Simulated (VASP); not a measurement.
# KCl (Fm-3m) in VASP: single point with PBEsol

Aim: the single point of KCl with PBEsol.

Everything below comes from runs of VASP 6.6.1. Logs are shortened: lines on timing, memory, paths and dates and some standing lists are left out, and cuts for length are marked.

## (1) The cell of the first run

The structure is cubic, space group Fm-3m (No. 225). Conventional cell: a = 6.241 Å, b = 6.241 Å, c = 6.241 Å, α = 90.00°, β = 90.00°, γ = 90.00°. K (site symmetry m-3m) has 6 Cl at 3.12 Å within 4.1 Å. Cl (site symmetry m-3m) has 6 K at 3.12 Å within 4.1 Å.

## (2) Single point, PBEsol

File INCAR:

```
SYSTEM = KCl
  PREC = Accurate
  ENCUT = 520
  EDIFF = 1E-6
  ISMEAR = 0
  SIGMA = 0.05
  LREAL = .FALSE.
  LASPH = .TRUE.
  NELM = 100
  ALGO = Normal
  ISIF = 2
  LWAVE = .FALSE.
  LCHARG = .FALSE.
  GGA = PS
  NBANDS = 24
```

File KPOINTS:

```
regular mesh
0
G
  6 6 6
  0 0 0
```

File POSCAR:

```
KCl
1.0
    0.0000000000     -3.1207041401     -3.1207041401
   -3.1207041401      0.0000000000     -3.1207041401
    3.1207041401      3.1207041401     -6.2414082803
K Cl
2 2
Direct
    0.5000000000      0.5000000000      0.5000000000
    0.0000000000      1.0000000000      0.0000000000
    0.7500000000      0.7500000000      0.7500000000
    0.2500000000      0.2500000000      0.2500000000
```

Potentials or basis: VASP PAW PBE potentials, release 64 (K_sv, Cl).

Command:

```bash
> cat potpaw_PBE.64/K_sv/POTCAR potpaw_PBE.64/Cl/POTCAR > POTCAR
> mpirun -np 1 vasp_std > vasp.out
```

OUTCAR:

```text
SYSTEM = KCl
   PREC = Accurate
   ENCUT = 520
   EDIFF = 1E-6
   ISMEAR = 0
   LREAL = .FALSE.
   LASPH = .TRUE.
   NELM = 100
   ISIF = 2
   GGA = PS

 ion  position               nearest neighbor table
   1  0.500  0.500  0.500-   4 3.12   4 3.12   3 3.12   3 3.12   3 3.12   4 3.12
   2  0.000  0.000  0.000-   3 3.12   3 3.12   4 3.12   4 3.12   3 3.12   4 3.12
   3  0.750  0.750  0.750-   1 3.12   1 3.12   2 3.12   2 3.12   1 3.12   2 3.12
   4  0.250  0.250  0.250-   2 3.12   2 3.12   1 3.12   1 3.12   1 3.12   2 3.12

  LATTYP: Found a trigonal (rhomboedric) cell.
 ALAT       =     7.6441327815
 COS(alpha) =     0.8333333333

  Lattice vectors:

 A1 = (   3.1207041401,   6.2414082802,  -3.1207041402)
 A2 = (   6.2414082802,   3.1207041401,  -3.1207041402)
 A3 = (   3.1207041401,   3.1207041401,  -6.2414082803)

Analysis of symmetry for initial positions (statically):
=====================================================================
 Subroutine PRICEL returns following result:

  LATTYP: Found a face centered cubic cell.
 ALAT       =     6.2414082803

  Lattice vectors:

 A1 = (   0.0000000000,  -3.1207041401,   3.1207041402)
 A2 = (   3.1207041401,  -3.1207041401,   0.0000000000)
 A3 = (   3.1207041401,   0.0000000000,   3.1207041401)

   2 primitive cells build up your supercell.

 Routine SETGRP: Setting up the symmetry group for a
 trigonal (rhombohedral) supercell.

 Subroutine GETGRP returns: Found 12 space group operations
 (whereof 12 operations were pure point group operations)
 out of a pool of 12 trial point group operations.

The static configuration has the point symmetry D_3d.

Analysis of symmetry for dynamics (positions and initial velocities):
=====================================================================
 Subroutine PRICEL returns following result:

  LATTYP: Found a face centered cubic cell.
 ALAT       =     6.2414082803

  Lattice vectors:

 A1 = (   0.0000000000,  -3.1207041401,   3.1207041402)
 A2 = (   3.1207041401,  -3.1207041401,   0.0000000000)
 A3 = (   3.1207041401,   0.0000000000,   3.1207041401)

   2 primitive cells build up your supercell.

 Routine SETGRP: Setting up the symmetry group for a
 trigonal (rhombohedral) supercell.

 Subroutine GETGRP returns: Found 12 space group operations
[... 99 lines left out ...]
   LSORBIT =      F    spin-orbit coupling
   LASPH  =      T    aspherical Exc in radial PAW
   ENCUT  =  520.0 eV  38.22 Ry    6.18 a.u.   8.21  8.21 14.21*2*pi/ulx,y,z
   NELM   =    100;   NELMIN=  2; NELMDL= -5     # of ELM steps
   EDIFF  = 0.1E-05   stopping-criterion for ELM
   LREAL  =      F    real-space projection
   EDIFFG = 0.1E-04   stopping-criterion for IOM
   NSW    =      0    number of steps for IOM
   IBRION =     -1    ionic relax: 0-MD 1-quasi-New 2-CG
   NFREE  =      0    steps in history (QN), initial steepest desc. (CG)
   ISIF   =      2    stress and relaxation
   ISYM   =      2    0-nonsym 1-usesym 2-fastsym
   POTIM  = 0.5000    time-step for ionic-motion
   TEBEG  =    0.0;   TEEND  =   0.0 temperature during run
   PSTRESS=    0.0 pullay stress
   NELECT =      32.0000    total number of electrons
   NUPDOWN=      -1.0000    fix difference up-down
   EMIN   =  10.00;   EMAX   =-10.00  energy-range for DOS
   EFERMI =   0.00;   METHOD = LEGACY
   ISMEAR =     0;   SIGMA  =   0.05  broadening in eV -4-tet -1-fermi 0-gaus
   EFERMI_NEDOS =   21; number of points for ismear=-14 and -15
   IALGO  =     38    algorithm
   IMIX   =      4    mixing-type and parameters
     AMIX     =   0.40;   BMIX     =  1.00
     AMIX_MAG =   1.60;   BMIX_MAG =  1.00
  volume/ion in A,a.u.               =      30.39       205.09
  Fermi-wavevector in a.u.,A,eV,Ry     =   1.049185  1.982673 14.977157  1.100790
  Thomas-Fermi vector in A             =   2.184138
   LORBIT       =      0    0 simple, 1 ext, 2 COOP (PROOUT), +10 PAW based schemes
   GGA     = PS    functional components
   LHFCALC =     F    Hartree Fock is set to
   AEXX    =    0.0000 exact exchange contribution
   IVDW    =     0    specifies the selected vdW correction
   LEPSILON=     F    determine dielectric tensor
   LRPA    =     F    only Hartree local field effects (RPA)
 non-spin polarized calculation
 Gauss-broadening in eV      SIGMA  =   0.05
  energy-cutoff  :      520.00
  volume of cell :      121.57
 maximum number of plane-waves:      3292
 NGX is ok and might be reduce to    36
   NGX = 17   NGY = 17   NGZ = 29

 number of electron      32.0000005 magnetization

 Free energy of the ion-electron system (eV)
  ---------------------------------------------------
  ext. energy  EPLUGINS =         0.00000000
  ---------------------------------------------------
  free energy    TOTEN  =       -14.04634019 eV

  energy without entropy =      -14.04634019  energy(sigma->0) =      -14.04634019

 E-fermi :  -1.5486     XC(G=0):  -7.8274

 val. band max:       -1.8067943926   @ k =   0.0000   0.0000   0.0000
 cond. band min:       3.2944329409   @ k =   0.0000   0.0000   0.0000
 fundamental gap:      5.1012273335
 Fermi energy:        -1.5485507032

 k-point     1 :       0.0000    0.0000    0.0000
  band No.  band energies     occupation
      1     -28.7924      2.00000
      2     -28.7798      2.00000
      3     -14.1197      2.00000
      4     -13.9270      2.00000
      5     -12.3298      2.00000
      6     -12.3298      2.00000
[... 637 lines left out ...]
     23       8.3277      0.00000
     24       8.5606      0.00000

 [... further k-points ...]

------------------------ aborting loop because EDIFF is reached ----------------------------------------

  FORCE on cell =-STRESS in cart. coord.  units (eV):
  Direction    XX          YY          ZZ          XY          YZ          ZX
  --------------------------------------------------------------------------------------
  -------------------------------------------------------------------------------------
  Total        0.0456629      0.0456629      0.0456629     -0.0000469      0.0000469      0.0000469
  in kB        0.6018053      0.6018053      0.6018053     -0.0006184      0.0006184      0.0006184
  external PRESSURE =       0.6018053 kB  Pullay stress =       0.0000000 kB

 VOLUME and BASIS-vectors are now :
 -----------------------------------------------------------------------------
  energy-cutoff  :      520.00
  volume of cell :      121.57
      direct lattice vectors                 reciprocal lattice vectors
     0.000000000 -3.120704140 -3.120704140     0.080110125 -0.240330376 -0.080110125
    -3.120704140  0.000000000 -3.120704140    -0.240330376  0.080110125 -0.080110125
     3.120704140  3.120704140 -6.241408280     0.080110125  0.080110125 -0.080110125

 POSITION                                       TOTAL-FORCE (eV/Angst)
 -----------------------------------------------------------------------------------
      0.00000      0.00000     -6.24141         0.000000     -0.000000      0.000000
      0.00000      0.00000      0.00000        -0.000000     -0.000000      0.000000
      0.00000      0.00000     -9.36211         0.000000      0.000000      0.000000
      0.00000      0.00000     -3.12070        -0.000000     -0.000000     -0.000000
 -----------------------------------------------------------------------------------
    total drift:                                0.000000     -0.000000     -0.000000

  FREE ENERGIE OF THE ION-ELECTRON SYSTEM (eV)
  ---------------------------------------------------
  free  energy   TOTEN  =       -14.0463401896 eV

  energy  without entropy=      -14.0463401896  energy(sigma->0) =      -14.04634019
```

OSZICAR:

```text
N       E                     dE             d eps       ncg     rms          rms(c)
DAV:   1     0.232111202092E+03    0.23211E+03   -0.14388E+04  1536   0.119E+03
DAV:   2     0.317136133359E+01   -0.22894E+03   -0.21637E+03  1960   0.304E+02
DAV:   3    -0.141446395114E+02   -0.17316E+02   -0.17229E+02  2528   0.723E+01
DAV:   4    -0.145203374746E+02   -0.37570E+00   -0.37503E+00  2224   0.106E+01
DAV:   5    -0.145342371991E+02   -0.13900E-01   -0.13899E-01  2312   0.159E+00    0.473E+00
DAV:   6    -0.140485675191E+02    0.48567E+00   -0.89344E-01  1864   0.397E+00    0.383E+00
DAV:   7    -0.140228785544E+02    0.25689E-01   -0.24922E-01  2032   0.221E+00    0.230E+00
DAV:   8    -0.140449151424E+02   -0.22037E-01   -0.53416E-02  2176   0.128E+00    0.409E-01
DAV:   9    -0.140449877450E+02   -0.72603E-04   -0.73992E-03  2032   0.389E-01    0.143E-01
DAV:  10    -0.140462918708E+02   -0.13041E-02   -0.17428E-03  1904   0.259E-01    0.234E-02
DAV:  11    -0.140463307085E+02   -0.38838E-04   -0.72453E-05  2072   0.426E-02    0.199E-02
DAV:  12    -0.140463365180E+02   -0.58096E-05   -0.22334E-05  2104   0.233E-02    0.480E-03
DAV:  13    -0.140463397735E+02   -0.32555E-05   -0.61332E-06  2016   0.123E-02    0.234E-03
DAV:  14    -0.140463401896E+02   -0.41605E-06   -0.22288E-07  1480   0.287E-03
   1 F= -.14046340E+02 E0= -.14046340E+02  d E =-.102353E-14
```

stdout:

```text
POSCAR found type information on POSCAR K Cl
 POSCAR found :  2 types and       4 ions
 scaLAPACK will be used
 -----------------------------------------------------------------------------
|                                                                             |
|                                                                             |
|     You enforced a specific xc type in the INCAR file but a different       |
|     I HOPE YOU KNOW WHAT YOU ARE DOING!                                     |
|                                                                             |
 -----------------------------------------------------------------------------

 LDA part: xc-table for (Slater+PW92), standard interpolation
 POSCAR, INCAR and KPOINTS ok, starting setup
 FFT: planning ... GRIDC
 FFT: planning ... GRID_SOFT
 FFT: planning ... GRID
 WAVECAR not read
 entering main loop
```

Wall time 2.1 min (1 thread of Intel Xeon 8259CL, shared host); peak memory 0.3 GiB.

Results:

* Free energy: -14.0463 eV
* Pressure: 0.1 GPa
* Band gap on the k mesh: 5.10 eV

Levels at points of the mesh, in eV from the valence-band top:
| k point | band 12 | band 13 | band 14 | band 15 | band 16 | band 17 | band 18 | band 19 | band 20 | band 21 |
| --- | --- | --- | --- | --- | --- | --- | --- | --- | --- | --- |
| (0.00, 0.00, 0.00) | -0.35 | -0.35 | 0.00 | 0.00 | 0.00 | 5.10 | 7.49 | 8.30 | 8.30 | 8.30 |
| (0.50, 0.00, 0.00) | -0.81 | -0.43 | -0.43 | -0.29 | -0.29 | 7.28 | 7.28 | 8.25 | 8.25 | 10.13 |
| (0.50, 0.50, 0.00) | -0.69 | -0.35 | -0.35 | -0.23 | -0.23 | 6.37 | 7.49 | 8.34 | 8.58 | 10.05 |
| (0.00, 0.00, 0.50) | -0.63 | -0.18 | -0.18 | -0.18 | -0.18 | 6.39 | 6.39 | 8.08 | 8.08 | 9.08 |

Caveat: the PAW data sets were made with another functional, which shifts forces and pressure a little. A k mesh can miss the band edges.
